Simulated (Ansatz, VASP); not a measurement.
Given: the input of a run of VASP 6.6.1 on Al3Au.

Contents of INCAR:

```
SYSTEM = Al3Au
ALGO = Fast ; EDIFF = 1E-7
ENCUT = 520 ; GGA = PE
ISIF = 2 ; ISMEAR = -1
LASPH = .TRUE. ; LCHARG = .TRUE.
LELF = .TRUE. ; LREAL = .FALSE.
LVHAR = .TRUE. ; LWAVE = .FALSE.
NBANDS = 18 ; NELM = 100
PREC = Accurate ; SIGMA = 0.05
```

The input KPOINTS:

```
k-points
0
G
  8 8 8
  0 0 0
```

Contents of POSCAR:

```
Al3Au
1.0
   -2.0050796700      2.0050796700      4.0566000000
    2.0050796700     -2.0050796700      4.0566000000
    2.0050796700      2.0050796700     -4.0566000000
Au Al
1 3
Direct
    0.0000000000      0.0000000000      0.0000000000
    0.5000000000      0.5000000000      0.0000000000
    0.2500000000      0.7500000000      0.5000000000
    0.7500000000      0.2500000000      0.5000000000
```

Potentials or basis: VASP PAW PBE potentials, release 64 (Au, Al).

Launch:

```console
$ cat potpaw_PBE.64/Au/POTCAR potpaw_PBE.64/Al/POTCAR > POTCAR
$ mpirun -np 1 vasp_std > vasp.out
```

Set up the same calculation for Ansatz 0.2.0. Potentials there: Ansatz PAW.

As run (the cutoff follows the program's own potentials):

The input input.yaml:

```yaml
crystal:
  lattice:
    - [-2.00507967, 2.00507967, 4.0566]
    - [2.00507967, -2.00507967, 4.0566]
    - [2.00507967, 2.00507967, -4.0566]
  atoms:
    - { symbol: Au, position: [0.0, 0.0, 0.0] }
    - { symbol: Al, position: [0.5, 0.5, 0.0] }
    - { symbol: Al, position: [0.25, 0.75, 0.5] }
    - { symbol: Al, position: [0.75, 0.25, 0.5] }
hamiltonian:
  xc: pbe
  pseudopotentials: { kind: paw }
kpoints:
  mp_grid: { grid: [8, 8, 8] }
scf:
  occupations: { method: fermi_dirac, width: 0.05 }
output:
  forces: true
  stress: true
  eigenvalues: true
```

Potentials or basis: Ansatz PAW.

Run with:

```bash
$ ansatz run input.yaml --threads 2 --pin off --max-ram 5632MiB --backend cpu --events-out ev --progress --plain --runs-dir out
```

Both were run:

|  | VASP | Ansatz | Ansatz less VASP |
| --- | --- | --- | --- |
| gap on the k mesh at the Fermi level (eV) | none | none | - |
| pressure (GPa) | 2.2 | 2.4 | +0.16 |
| traceless stress, the component that is largest in VASP (GPa) | -0.31 | -0.32 | -0.013 |

A gap of «none» marks a metal or a gap that the smearing closes. VASP's potentials hold 20 valence electrons a cell and Ansatz's 28, so a difference there can come from the potentials and not from the codes.

Spin-orbit coupling is off throughout.
